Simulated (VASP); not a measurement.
A run of VASP 6.6.1 is set up as follows.

File INCAR:

```
SYSTEM = TaN
ALGO = Normal
EDIFF = 1E-7
ENCUT = 520
GGA = PS
ISIF = 2
ISMEAR = 0
LASPH = .True.
LCHARG = .False.
LREAL = .False.
LWAVE = .False.
NBANDS = 15
NELM = 100
PREC = Accurate
SIGMA = 0.15
```

File KPOINTS:

```
k-points
0
Gamma
  18 18 16
  0 0 0
```

File POSCAR:

```
TaN
1.0
    2.8144000000      0.0000000000      0.0000000000
   -1.4072000000      2.4373418964      0.0000000000
    0.0000000000      0.0000000000      2.8349000000
Ta N
1 1
Direct
    0.3333333333      0.6666666667      0.5000000000
    0.0000000000      0.0000000000      0.0000000000
```

Potentials or basis: VASP PAW PBE potentials, release 64 (Ta_pv, N).

Run with:

```sh
$ cat potpaw_PBE.64/Ta_pv/POTCAR potpaw_PBE.64/N/POTCAR > POTCAR
$ mpirun -np 1 vasp_std > vasp.out
```

Problem. Predict the band gap on the k mesh.

Solution. Zero (band 8 reaches 9.57 eV, above the bottom of band 9 at 9.02 eV).

Problem. Estimate the pressure.

Solution. 39.8 GPa.

Stress tensor (GPa, compression positive):
```
44.74  0.00  0.00
 0.00 44.74  0.00
 0.00  0.00 29.79
```

Caveat: the PAW data sets were made with another functional, which shifts forces and pressure a little; spin-orbit coupling is left out, which moves the levels of the heavy elements.
